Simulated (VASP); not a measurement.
# C (P-1) in VASP: a series of runs

The runs below take C through single point, with r2SCAN.

All numbers are computed with VASP 6.6.1; they aren't measurements. Logs are shortened: lines on timing, memory, paths and dates and some standing lists are left out, and cuts for length are marked.

### 1 The cell of the first run

The typed cell holds 12 atoms: a = 2.522 Å, b = 2.522 Å, c = 12.366 Å, α = 88.83°, β = 87.66°, γ = 60.00°.

### 2 Single point, r2SCAN

The input, POSCAR:

```
C
1.0
    1.7834000000     -1.7834000000      0.0000000000
    1.7834000000      0.0000000000     -1.7834000000
    7.4902800000      6.7769200000      7.1336000000
C
12
Direct
    0.6124933333      0.6666666667      0.2708666667
   -0.0208400000      0.0000000000      0.1042000000
    0.2458266667      0.3333333333      0.4375333333
    0.5124933333      0.6666666667      0.7708666667
    0.8791600000      1.0000000000      0.6042000000
    0.1458266667      0.3333333333      0.9375333333
    0.5874933333      0.6666666667      0.3958666667
    0.9541600000      1.0000000000      0.2292000000
    0.2208266667      0.3333333333      0.5625333333
    0.4874933333      0.6666666667      0.8958666667
   -0.1458400000      0.0000000000      0.7292000000
    0.3208266667      0.3333333333      0.0625333333
```

The input, INCAR.step1:

```
PREC     = Accurate       # precision mode
ENCUT    = 520            # plane-wave cutoff, eV
ISMEAR   = 0              # smearing method
SIGMA    = 0.05           # smearing width, eV
LREAL    = False          # projectors in reciprocal space
LASPH    = True           # aspherical terms in the spheres
NELM     = 100            # most SCF steps
NBANDS   = 36             # bands
GGA      = PE             # functional
ALGO     = Normal         # electronic algorithm
EDIFF    = 1E-4           # SCF threshold, eV
LWAVE    = True           # write WAVECAR
LCHARG   = False          # write CHGCAR
```

The input, INCAR.step2:

```
PREC     = Accurate       # precision mode
ENCUT    = 520            # plane-wave cutoff, eV
EDIFF    = 1E-7           # SCF threshold, eV
ISMEAR   = 0              # smearing method
SIGMA    = 0.05           # smearing width, eV
LREAL    = False          # projectors in reciprocal space
LASPH    = True           # aspherical terms in the spheres
NELM     = 100            # most SCF steps
ALGO     = Normal         # electronic algorithm
ISIF     = 2              # what is computed and relaxed
LWAVE    = False          # write WAVECAR
LCHARG   = True           # write CHGCAR
METAGGA  = R2SCAN         # meta-GGA
LMIXTAU  = True         
LELF     = True           # ELF
LVHAR    = True         
NBANDS   = 36             # bands
ISTART   = 1
```

The input, KPOINTS:

```
regular mesh
0
Gamma
  10 10 2
```

Potentials or basis: VASP PAW PBE potentials, release 64 (C).

Run with:

```bash
> cat potpaw_PBE.64/C/POTCAR > POTCAR
> cp INCAR.step1 INCAR
> mpirun -np 1 vasp_std > vasp.out
> cp INCAR.step2 INCAR
> mpirun -np 1 vasp_std > vasp.out
```

OUTCAR:

```text
PREC = Accurate
   ENCUT = 520
   EDIFF = 1E-7
   ISMEAR = 0
   LREAL = False
   LASPH = True
   NELM = 100
   ISIF = 2
   METAGGA = R2SCAN
   ISTART = 1

 ion  position               nearest neighbor table
   1  0.612  0.667  0.271-   7 1.54   8 1.54   8 1.54   8 1.54
   2  0.979  0.000  0.104-   8 1.54  12 1.54  12 1.54  12 1.54
   3  0.246  0.333  0.438-   7 1.54   7 1.54   7 1.54   9 1.54
   4  0.512  0.667  0.771-  10 1.54  11 1.54  11 1.54  11 1.54
   5  0.879  0.000  0.604-  11 1.54   9 1.54   9 1.54   9 1.54
   6  0.146  0.333  0.938-  10 1.54  10 1.54  10 1.54  12 1.62
   7  0.587  0.667  0.396-   3 1.54   3 1.54   3 1.54   1 1.54
   8  0.954  0.000  0.229-   2 1.54   1 1.54   1 1.54   1 1.54
   9  0.221  0.333  0.563-   3 1.54   5 1.54   5 1.54   5 1.54
  10  0.487  0.667  0.896-   6 1.54   6 1.54   6 1.54   4 1.54
  11  0.854  0.000  0.729-   5 1.54   4 1.54   4 1.54   4 1.54
  12  0.321  0.333  0.063-   2 1.54   2 1.54   2 1.54   6 1.62

  LATTYP: Found a base centered monoclinic cell.
 ALAT       =     2.5221084671
 B/A-ratio  =     1.7320508076
 C/A-ratio  =     4.9030602689
 COS(beta)  =    -0.0407908508

  Lattice vectors:

 A1 = (   0.0000000000,   1.7834000000,  -1.7834000000)
 A2 = (  -1.7834000000,   0.0000000000,   1.7834000000)
 A3 = (   7.4902800000,   6.7769200000,   7.1336000000)

Analysis of symmetry for initial positions (statically):
=====================================================================
 Subroutine PRICEL returns:
 Original cell was already a primitive cell.

 Routine SETGRP: Setting up the symmetry group for a
 base centered monoclinic supercell.

 Subroutine GETGRP returns: Found  2 space group operations
 (whereof  1 operations were pure point group operations)
 out of a pool of  4 trial point group operations.

The static configuration has the point symmetry C_1 .
 The point group associated with its full space group is S_2 .

Analysis of symmetry for dynamics (positions and initial velocities):
=====================================================================
 Subroutine PRICEL returns:
 Original cell was already a primitive cell.

 Routine SETGRP: Setting up the symmetry group for a
 base centered monoclinic supercell.

 Subroutine GETGRP returns: Found  2 space group operations
 (whereof  1 operations were pure point group operations)
 out of a pool of  4 trial point group operations.

The dynamic configuration has the point symmetry C_1 .
 The point group associated with its full space group is S_2 .

 Subroutine INISYM returns: Found  2 space group operations
 (whereof  1 operations are pure point group operations),
 and found     1 'primitive' translations

----------------------------------------------------------------------------------------

                                     Primitive cell

  volume of cell :      68.0656

  direct lattice vectors                    reciprocal lattice vectors
     1.783400000 -1.783400000  0.000000000     0.177563456 -0.383163246  0.177563456
     1.783400000  0.000000000 -1.783400000     0.186908901  0.186908901 -0.373817801
     7.490280000  6.776920000  7.133600000     0.046727225  0.046727225  0.046727225

  length of vectors
     2.522108467  2.522108467 12.366049819     0.458117490  0.457831435  0.080933928

  position of ions in fractional coordinates (direct lattice)
     0.612493333  0.666666667  0.270866667
     0.979160000  0.000000000  0.104200000
     0.245826667  0.333333333  0.437533333
     0.512493333  0.666666667  0.770866667
     0.879160000  0.000000000  0.604200000
     0.145826667  0.333333333  0.937533333
     0.587493333  0.666666667  0.395866667
     0.954160000  0.000000000  0.229200000
     0.220826667  0.333333333  0.562533333
     0.487493333  0.666666667  0.895866667
     0.854160000  0.000000000  0.729200000
     0.320826667  0.333333333  0.062533333

  ion indices of the primitive-cell ions
   primitive index   ion index
                 1           1
                 2           2
                 3           3
                 4           4
                 5           5
                 6           6
                 7           7
                 8           8
                 9           9
                10          10
                11          11
                12          12

----------------------------------------------------------------------------------------

 KPOINTS: regular mesh

Automatic generation of k-mesh.
 Grid dimensions read from file:
 generate k-points for:   10   10    2

 Generating k-lattice:

  Cartesian coordinates                     Fractional coordinates (reciprocal lattice)
     0.017756346 -0.038316325  0.017756346     0.100000000  0.000000000  0.000000000
     0.018690890  0.018690890 -0.037381780     0.000000000  0.100000000  0.000000000
     0.023363613  0.023363613  0.023363613     0.000000000  0.000000000  0.500000000

  Length of vectors
     0.045811749  0.045783143  0.040466964

  Shift w.r.t. Gamma in fractional coordinates (k-lattice)
     0.000000000  0.000000000  0.000000000

 Subroutine IBZKPT returns following result:
 ===========================================

 Found    104 irreducible k-points:

 Following reciprocal coordinates:
            Coordinates               Weight
  0.000000  0.000000  0.000000      1.000000
  0.100000  0.000000  0.000000      2.000000
 -0.100000 -0.100000 -0.000000      2.000000
  0.200000  0.000000  0.000000      2.000000
 -0.200000 -0.200000 -0.000000      2.000000
  0.300000  0.000000  0.000000      2.000000
[... 16 lines left out ...]
  0.300000  0.400000  0.000000      2.000000
 -0.200000  0.100000 -0.000000      2.000000
 [... further k-points ...]
   k-points           NKPTS =    104   k-points in BZ     NKDIM =    104   number of bands    NBANDS=     36
   number of dos      NEDOS =    301   number of ions     NIONS =     12
   total plane-waves  NPLWV =  38400
   dimension x,y,z NGX =    20 NGY =   20 NGZ =   96
   dimension x,y,z NGXF=    40 NGYF=   40 NGZF=  192
   ions per type =              12
   NGX,Y,Z   is equivalent  to a cutoff of  13.18, 13.18, 12.91 a.u.
   NGXF,Y,Z  is equivalent  to a cutoff of  26.37, 26.37, 25.81 a.u.
 SYSTEM =  unknown system
   PREC   = accura    normal or accurate (medium, high low for compatibility)
   ISTART =      1    job   : 0-new  1-cont  2-samecut
   ICHARG =      0    charge: 1-file 2-atom 10-const
   ISPIN  =      1    spin polarized calculation?
   LNONCOLLINEAR =      F non collinear calculations
   LSORBIT =      F    spin-orbit coupling
   LASPH  =      T    aspherical Exc in radial PAW
   ENCUT  =  520.0 eV  38.22 Ry    6.18 a.u.   4.69  4.69 22.99*2*pi/ulx,y,z
   NELM   =    100;   NELMIN=  2; NELMDL=  0     # of ELM steps
   EDIFF  = 0.1E-06   stopping-criterion for ELM
   LREAL  =      F    real-space projection
   EDIFFG = 0.1E-05   stopping-criterion for IOM
   NSW    =      0    number of steps for IOM
   IBRION =     -1    ionic relax: 0-MD 1-quasi-New 2-CG
   NFREE  =      0    steps in history (QN), initial steepest desc. (CG)
   ISIF   =      2    stress and relaxation
   ISYM   =      2    0-nonsym 1-usesym 2-fastsym
   POTIM  = 0.5000    time-step for ionic-motion
   TEBEG  =    0.0;   TEEND  =   0.0 temperature during run
   PSTRESS=    0.0 pullay stress
   NELECT =      48.0000    total number of electrons
   NUPDOWN=      -1.0000    fix difference up-down
   EMIN   =  10.00;   EMAX   =-10.00  energy-range for DOS
   EFERMI =   0.00;   METHOD = LEGACY
   ISMEAR =     0;   SIGMA  =   0.05  broadening in eV -4-tet -1-fermi 0-gaus
   EFERMI_NEDOS =   21; number of points for ismear=-14 and -15
   IALGO  =     38    algorithm
   IMIX   =      4    mixing-type and parameters
     AMIX     =   0.40;   BMIX     =  1.00
     AMIX_MAG =   1.60;   BMIX_MAG =  1.00
  volume/ion in A,a.u.               =       5.67        38.28
  Fermi-wavevector in a.u.,A,eV,Ry     =   1.457178  2.753668 28.890189  2.123369
  Thomas-Fermi vector in A             =   2.574010
   LORBIT       =      0    0 simple, 1 ext, 2 COOP (PROOUT), +10 PAW based schemes
   METAGGA = R2SCAN    functional components
   LHFCALC =     F    Hartree Fock is set to
   AEXX    =    0.0000 exact exchange contribution
   IVDW    =     0    specifies the selected vdW correction
   LEPSILON=     F    determine dielectric tensor
   LRPA    =     F    only Hartree local field effects (RPA)
 non-spin polarized calculation
 Gauss-broadening in eV      SIGMA  =   0.05
  energy-cutoff  :      520.00
  volume of cell :       68.07
 maximum number of plane-waves:      1849
   NGX =  9   NGY =  9   NGZ = 45

 number of electron      47.9999994 magnetization

 Free energy of the ion-electron system (eV)
  ---------------------------------------------------
  ext. energy  EPLUGINS =         0.00000000
  ---------------------------------------------------
  free energy    TOTEN  =      -116.86664024 eV

  energy without entropy =     -116.86664024  energy(sigma->0) =     -116.86664024

 E-fermi :  10.4687     XC(G=0): -14.2671

 val. band max:       10.1620019043   @ k =   0.0000   0.0000   0.0000
 cond. band min:      12.9488056148   @ k =   0.5000   0.0000   0.0000
 fundamental gap:      2.7868037105
 Fermi energy:        10.4687068827

 k-point     1 :       0.0000    0.0000    0.0000
  band No.  band energies     occupation
      1     -12.9712      2.00000
      2     -12.1707      2.00000
      3     -12.1674      2.00000
      4      -9.8440      2.00000
      5      -9.8038      2.00000
      6      -7.0376      2.00000
[... 28 lines left out ...]
     35      18.3228      0.00000
     36      18.3624      0.00000

 k-point     2 :       0.1000    0.0000    0.0000
  band No.  band energies     occupation
      1     -12.7138      2.00000
      2     -11.9462      2.00000
      3     -11.8812      2.00000
      4      -9.6409      2.00000
      5      -9.5112      2.00000
      6      -6.8104      2.00000
[... 28 lines left out ...]
     35      18.6186      0.00000
     36      18.7345      0.00000

 k-point     3 :      -0.1000   -0.1000   -0.0000
  band No.  band energies     occupation
      1     -12.7132      2.00000
      2     -11.9456      2.00000
      3     -11.8804      2.00000
      4      -9.6404      2.00000
      5      -9.5105      2.00000
      6      -6.8106      2.00000
[... 28 lines left out ...]
     35      18.4917      0.00000
     36      18.5965      0.00000
[... 742 lines left out ...]
 k-point    23 :       0.3000    0.4000    0.0000
  band No.  band energies     occupation
      1      -9.6829      2.00000
      2      -8.9967      2.00000
      3      -8.8374      2.00000
      4      -6.8392      2.00000
      5      -6.6068      2.00000
      6      -4.2160      2.00000
[... 28 lines left out ...]
     35      19.9686      0.00000
     36      20.0721      0.00000

 k-point    24 :      -0.2000    0.1000   -0.0000
  band No.  band energies     occupation
      1     -11.1877      2.00000
      2     -10.4667      2.00000
      3     -10.3348      2.00000
      4      -8.2440      2.00000
      5      -7.9866      2.00000
      6      -5.4646      2.00000
[... 28 lines left out ...]
     35      19.8381      0.00000
     36      20.6854      0.00000

 [... further k-points ...]
[... 5 lines left out ...]
  --------------------------------------------------------------------------------------
  -------------------------------------------------------------------------------------
  Total       -7.7721483      5.3555538      1.0527819      0.9582188      4.3492887     -3.0456396
  in kB     -182.9465085    126.0629419     24.7811503     22.5552547    102.3767386    -71.6904913
  external PRESSURE =     -10.7008054 kB  Pullay stress =       0.0000000 kB

 VOLUME and BASIS-vectors are now :
 -----------------------------------------------------------------------------
  energy-cutoff  :      520.00
  volume of cell :       68.07
      direct lattice vectors                 reciprocal lattice vectors
     1.783400000 -1.783400000  0.000000000     0.177563456 -0.383163246  0.177563456
     1.783400000  0.000000000 -1.783400000     0.186908901  0.186908901 -0.373817801
     7.490280000  6.776920000  7.133600000     0.046727225  0.046727225  0.046727225

 POSITION                                       TOTAL-FORCE (eV/Angst)
 -----------------------------------------------------------------------------------
      4.31012      0.74332      0.74332         0.006522     -0.013633      0.001526
      2.52672     -1.04008      0.74332         0.061621     -0.014645      0.320749
      4.31012      2.52672      2.52672         0.003740     -0.005291     -0.000949
      7.87692      4.31012      4.31012         0.248069     -0.333138     -0.099943
      6.09352      2.52672      4.31012         0.027698     -0.032768     -0.006348
      7.87692      6.09352      6.09352         2.481485     -2.825534     -0.144287
      5.20182      1.63502      1.63502        -0.027698      0.032768      0.006348
      3.41842     -0.14838      1.63502        -0.248069      0.333138      0.099943
      5.20182      3.41842      3.41842        -0.003740      0.005291      0.000949
      8.76862      5.20182      5.20182        -0.061621      0.014645     -0.320749
      6.98522      3.41842      5.20182        -0.006522      0.013633     -0.001526
      1.63502     -0.14838     -0.14838        -2.481485      2.825534      0.144287
 -----------------------------------------------------------------------------------
    total drift:                               -0.000021     -0.000003      0.000003

  FREE ENERGIE OF THE ION-ELECTRON SYSTEM (eV)
  ---------------------------------------------------
  free  energy   TOTEN  =      -116.8666402412 eV

  energy  without entropy=     -116.8666402412  energy(sigma->0) =     -116.86664024
```

Run time: 6.8 min. Hardware: 1 thread of Intel Xeon 6975P-C (Granite Rapids), shared host; peak memory 0.29 GiB.

Results:

```yaml
Free_energy: -116.8666 eV
Pressure: -1.1 GPa
Largest_force: 3.763 eV/Å
Band_gap_on_the_k_mesh: 2.79 eV, indirect (least direct gap 4.87 eV)
```

Forces in eV/Å, atoms in the order of the input:
```
C    0.007 -0.014  0.002
C    0.062 -0.015  0.321
C    0.004 -0.005 -0.001
C    0.248 -0.333 -0.100
C    0.028 -0.033 -0.006
C    2.481 -2.826 -0.144
C   -0.028  0.033  0.006
C   -0.248  0.333  0.100
C   -0.004  0.005  0.001
C   -0.062  0.015 -0.321
C   -0.007  0.014 -0.002
C   -2.481  2.826  0.144
```

Stress tensor (GPa, compression positive):
```
-18.29   2.26  -7.17
  2.26  12.61  10.24
 -7.17  10.24   2.48
```

Levels at points of the mesh, in eV from the valence-band top:
```csv
k point,band 21,band 22,band 23,band 24,band 25,band 26,band 27,band 28
"(0.00, 0.00, 0.00)",-1.36,-0.71,-0.52,0.00,5.12,5.47,5.59,6.10
"(0.50, 0.00, 0.00)",-4.67,-4.61,-3.55,-2.50,2.79,4.60,5.03,5.12
"(0.50, 0.50, 0.00)",-4.71,-4.60,-3.68,-3.38,4.58,4.80,5.14,5.33
"(0.00, 0.50, 0.00)",-4.78,-4.52,-3.70,-2.91,4.46,4.67,5.06,5.37
"(0.00, 0.00, 0.50)",-1.02,-0.76,-0.72,-0.64,5.48,5.58,5.83,6.12
"(0.50, 0.00, 0.50)",-4.08,-4.02,-3.76,-2.76,3.00,4.61,4.85,5.70
"(0.50, 0.50, 0.50)",-4.58,-4.20,-3.79,-3.76,4.62,4.68,5.57,5.84
"(0.00, 0.50, 0.50)",-4.49,-4.11,-3.73,-3.26,4.57,4.79,5.41,5.80
```

Caveat: the PAW data sets were made with another functional, which shifts forces and pressure a little.

(Continued in part 2 of 2.)
